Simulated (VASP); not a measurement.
# Ga2As2C in VASP: single point with PBE

Aim: the single point of Ga2As2C with PBE.

Everything below comes from runs of VASP 6.6.1. Logs are shortened: lines on timing, memory, paths and dates and some standing lists are left out, and cuts for length are marked.

**1. The cell of the first run**

The cell holds a slab with vacuum, 5 atoms: a = 4.063 Å, b = 4.063 Å, c = 21.390 Å, α = 90.00°, β = 90.00°, γ = 90.00°.

**2. Single point, PBE, collinear spin**

INCAR

```
ALGO     = Normal         # electronic algorithm
DIPOL    = 0.5 0.5 0.321
EDIFF    = 1E-7           # SCF threshold, eV
ENCUT    = 520            # plane-wave cutoff, eV
GGA      = PE             # functional
IDIPOL   = 3            
ISIF     = 2              # what is computed and relaxed
ISMEAR   = 0              # smearing method
ISPIN    = 2              # spin polarisation
LASPH    = True           # aspherical terms in the spheres
LCHARG   = True           # write CHGCAR
LDIPOL   = True         
LELF     = True           # ELF
LORBIT   = 11             # projections on sites
LREAL    = False          # projectors in reciprocal space
LVACPOTAV= True         
LVHAR    = True         
LWAVE    = False          # write WAVECAR
MAGMOM   = 0 0 0 0 2      # initial moments
NBANDS   = 32             # bands
NELM     = 150            # most SCF steps
PREC     = Accurate       # precision mode
SIGMA    = 0.05           # smearing width, eV
```

KPOINTS

```
k-points
0
Gamma
  7 7 1
```

POSCAR

```
Ga2As2C
1.0
    4.0629609260      0.0000000000      0.0000000000
    0.0000000000      4.0629609260      0.0000000000
    0.0000000000      0.0000000000     21.3904986572
As Ga C
2 2 1
Direct
    0.0000000000      0.5000000000      0.1869989131
    0.5000000000      0.0000000000      0.3264810857
    0.5000000000      0.5000000000      0.2541536641
    0.0000000000      0.0000000000      0.3922535324
    0.5000000000      0.0000000000      0.4446132280
```

Potentials or basis: VASP PAW PBE potentials, release 64 (As, Ga_d, C).

On the command line:

```bash
cat potpaw_PBE.64/As/POTCAR potpaw_PBE.64/Ga_d/POTCAR potpaw_PBE.64/C/POTCAR > POTCAR
mpirun -np 1 vasp_std > vasp.out
```

OUTCAR:

```text
EDIFF = 1E-7
   ENCUT = 520
   GGA = PE
   ISIF = 2
   ISMEAR = 0
   ISPIN = 2
   LASPH = True
   LORBIT = 11
   LREAL = False
   NELM = 150
   PREC = Accurate

 ion  position               nearest neighbor table
   1  0.000  0.500  0.187-   3 2.49   3 2.49
   2  0.500  0.000  0.326-   4 2.47   4 2.47   3 2.55   3 2.55
   3  0.500  0.500  0.254-   1 2.49   1 2.49   2 2.55   2 2.55
   4  0.000  0.000  0.392-   5 2.32   5 2.32   2 2.47   2 2.47
   5  0.500  0.000  0.445-   4 2.32   4 2.32

  LATTYP: Found a simple tetragonal cell.
 ALAT       =     4.0629609260
 C/A-ratio  =     5.2647561832

  Lattice vectors:

 A1 = (   4.0629609260,   0.0000000000,   0.0000000000)
 A2 = (   0.0000000000,   4.0629609260,   0.0000000000)
 A3 = (   0.0000000000,   0.0000000000,  21.3904986572)

Analysis of symmetry for initial positions (statically):
=====================================================================
 Subroutine PRICEL returns:
 Original cell was already a primitive cell.

 Routine SETGRP: Setting up the symmetry group for a
 simple tetragonal supercell.

 Subroutine GETGRP returns: Found  4 space group operations
 (whereof  4 operations were pure point group operations)
 out of a pool of 16 trial point group operations.

The static configuration has the point symmetry C_2v.

Analysis of symmetry for dynamics (positions and initial velocities):
=====================================================================
 Subroutine PRICEL returns:
 Original cell was already a primitive cell.

 Routine SETGRP: Setting up the symmetry group for a
 simple tetragonal supercell.

 Subroutine GETGRP returns: Found  4 space group operations
 (whereof  4 operations were pure point group operations)
 out of a pool of 16 trial point group operations.

The dynamic configuration has the point symmetry C_2v.

Analysis of structural, dynamic, and magnetic symmetry:
=====================================================================
 Subroutine PRICEL returns:
 Original cell was already a primitive cell.

 Routine SETGRP: Setting up the symmetry group for a
 simple tetragonal supercell.

 Subroutine GETGRP returns: Found  4 space group operations
 (whereof  4 operations were pure point group operations)
 out of a pool of 16 trial point group operations.

The overall configuration has the point symmetry C_2v.

 Subroutine INISYM returns: Found  4 space group operations
 (whereof  4 operations are pure point group operations),
 and found     1 'primitive' translations

[... 129 lines left out ...]

 dipolmoment           0.000000      0.000000     -0.010697 electrons x Angstroem

 number of electron      40.0000037 magnetization       1.1126944

 dipolmoment           0.000000      0.000000      0.016983 electrons x Angstroem

 Free energy of the ion-electron system (eV)
  ---------------------------------------------------
  ext. energy  EPLUGINS =         0.00000000
  ---------------------------------------------------
  free energy    TOTEN  =       -18.22110021 eV

  energy without entropy =      -18.21746147  energy(sigma->0) =      -18.21928084

 E-fermi :  -2.9107     XC(G=0):  -3.6236

 val. band max:       -2.9160758041   @ k =  -0.1429   0.2857   0.0000
 cond. band min:      -2.8698087120   @ k =   0.0000   0.2857   0.0000
 fundamental gap:      0.0462670920
 Fermi energy:        -2.9107490657

 spin component 1

 k-point     1 :       0.0000    0.0000    0.0000
  band No.  band energies     occupation
      1     -18.0498      1.00000
      2     -17.8714      1.00000
      3     -17.8661      1.00000
      4     -17.8188      1.00000
      5     -17.7995      1.00000
      6     -17.4403      1.00000
[... 549 lines left out ...]
     31       5.5812      0.00000
     32       5.8136      0.00000
 Fermi energy:        -2.9107490657

 spin component 2

 k-point     1 :       0.0000    0.0000    0.0000
  band No.  band energies     occupation
      1     -18.0317      1.00000
      2     -17.8590      1.00000
      3     -17.8548      1.00000
      4     -17.8137      1.00000
      5     -17.7871      1.00000
      6     -17.4351      1.00000
[... 549 lines left out ...]
     31       5.6666      0.00000
     32       5.9133      0.00000

------------------------ aborting loop because EDIFF is reached ----------------------------------------

  FORCE on cell =-STRESS in cart. coord.  units (eV):
  Direction    XX          YY          ZZ          XY          YZ          ZX
  --------------------------------------------------------------------------------------
  -------------------------------------------------------------------------------------
  Total       -5.7246366     -1.0854321     -1.8900285      0.0000000      0.0000000      0.0000000
  in kB      -25.9748055     -4.9250091     -8.5757623      0.0000000      0.0000000      0.0000000
  external PRESSURE =     -13.1585256 kB  Pullay stress =       0.0000000 kB

 VOLUME and BASIS-vectors are now :
 -----------------------------------------------------------------------------
  energy-cutoff  :      520.00
  volume of cell :      353.11
      direct lattice vectors                 reciprocal lattice vectors
     4.062960926  0.000000000  0.000000000     0.246125921  0.000000000  0.000000000
     0.000000000  4.062960926  0.000000000     0.000000000  0.246125921  0.000000000
     0.000000000  0.000000000 21.390498657     0.000000000  0.000000000  0.046749728

 POSITION                                       TOTAL-FORCE (eV/Angst)
 -----------------------------------------------------------------------------------
      0.00000      2.03148      4.00000         0.000000      0.000000      0.389799
      2.03148      0.00000      6.98359         0.000000      0.000000     -0.253793
      2.03148      2.03148      5.43647         0.000000      0.000000     -0.422114
      0.00000      0.00000      8.39050         0.000000      0.000000      1.868820
      2.03148      0.00000      9.51050         0.000000      0.000000     -1.582712
 -----------------------------------------------------------------------------------
    total drift:                                0.000000     -0.000000     -0.000212

  FREE ENERGIE OF THE ION-ELECTRON SYSTEM (eV)
  ---------------------------------------------------
  free  energy   TOTEN  =       -18.2211002052 eV

  energy  without entropy=      -18.2174614687  energy(sigma->0) =      -18.21928084

 vacuum level on the upper side and lower side of the slab         2.809         2.622

 total charge

# of ion       s       p       d       tot
------------------------------------------
    1        1.291   1.340   0.016   2.648
    2        1.255   1.461   0.038   2.755
    3        0.917   0.704   9.975  11.596
    4        0.935   0.596   9.982  11.512
    5        1.008   1.056   0.000   2.064
--------------------------------------------------
tot          5.407   5.157  20.011  30.575

 magnetization (x)

# of ion       s       p       d       tot
------------------------------------------
    1        0.001   0.041   0.000   0.042
    2        0.000  -0.010   0.004  -0.005
    3        0.001   0.026   0.001   0.028
    4        0.009   0.005   0.008   0.022
    5        0.020   0.422   0.000   0.442
--------------------------------------------------
tot          0.031   0.484   0.014   0.529
```

OSZICAR:

```text
N       E                     dE             d eps       ncg     rms          rms(c)
DAV:   1     0.248786136296E+03    0.24879E+03   -0.16669E+04  2160   0.110E+03
DAV:   2     0.131444352182E+02   -0.23564E+03   -0.22775E+03  2376   0.260E+02
DAV:   3    -0.170077022188E+02   -0.30152E+02   -0.29562E+02  2704   0.933E+01
[... 23 lines left out ...]
DAV:  27    -0.182210991371E+02   -0.33298E-05   -0.20434E-07  1944   0.109E-03    0.199E-04
DAV:  28    -0.182210996857E+02   -0.54864E-06   -0.33043E-08  2032   0.599E-04    0.129E-04
DAV:  29    -0.182210999227E+02   -0.23701E-06   -0.24675E-08  1920   0.500E-04    0.697E-05
DAV:  30    -0.182211000361E+02   -0.11341E-06   -0.58677E-09  1624   0.405E-04    0.430E-05
DAV:  31    -0.182211001520E+02   -0.11586E-06   -0.35176E-09  1696   0.266E-04    0.262E-05
DAV:  32    -0.182211002052E+02   -0.53245E-07   -0.17053E-09  1576   0.189E-04
   1 F= -.18221100E+02 E0= -.18219281E+02  d E =-.363874E-02  mag=     1.1127
```

stdout:

```text
POSCAR found type information on POSCAR AsGaC
 POSCAR found :  3 types and       5 ions
 scaLAPACK will be used
 LDA part: xc-table for (Slater+PW92), standard interpolation
 POSCAR, INCAR and KPOINTS ok, starting setup
 FFT: planning ... GRIDC
 FFT: planning ... GRID_SOFT
 FFT: planning ... GRID
 WAVECAR not read
 entering main loop
 -----------------------------------------------------------------------------
|                                                                             |
|           W    W    AA    RRRRR   N    N  II  N    N   GGGG   !!!           |
|           W    W   A  A   R    R  NN   N  II  NN   N  G    G  !!!           |
|           W    W  A    A  R    R  N N  N  II  N N  N  G       !!!           |
|           W WW W  AAAAAA  RRRRR   N  N N  II  N  N N  G  GGG   !            |
|           WW  WW  A    A  R   R   N   NN  II  N   NN  G    G                |
|           W    W  A    A  R    R  N    N  II  N    N   GGGG   !!!           |
|                                                                             |
|     Did not find any points to average over, which means that no vacuum     |
|     field-free region was found. Please increase the size of  your cell     |
|     in the dimension of the dipole correction to obtain accurate            |
|     workfunction values.                                                    |
|                                                                             |
 -----------------------------------------------------------------------------
```

Wall time 22 min (1 thread of Intel Xeon 8259CL, shared host); peak memory 0.68 GiB.

Results:

```yaml
Free_energy: -18.2211 eV
Largest_force: 1.869 eV/Å
Net_moment: 1.11 μB per cell
Site_moments: As +0.04, -0.01; Ga +0.03, +0.02; C +0.44 μB
Valence_electrons_inside_the_program's_atomic_spheres: As 2.65, 2.75; Ga 11.60, 11.51; C 2.06
```

Forces in eV/Å, atoms in the order of the input:
```
As   0.000  0.000  0.390
As   0.000  0.000 -0.254
Ga   0.000  0.000 -0.422
Ga   0.000  0.000  1.869
C    0.000  0.000 -1.583
```

Caveat: a moment this small can come from the mesh or the smearing.
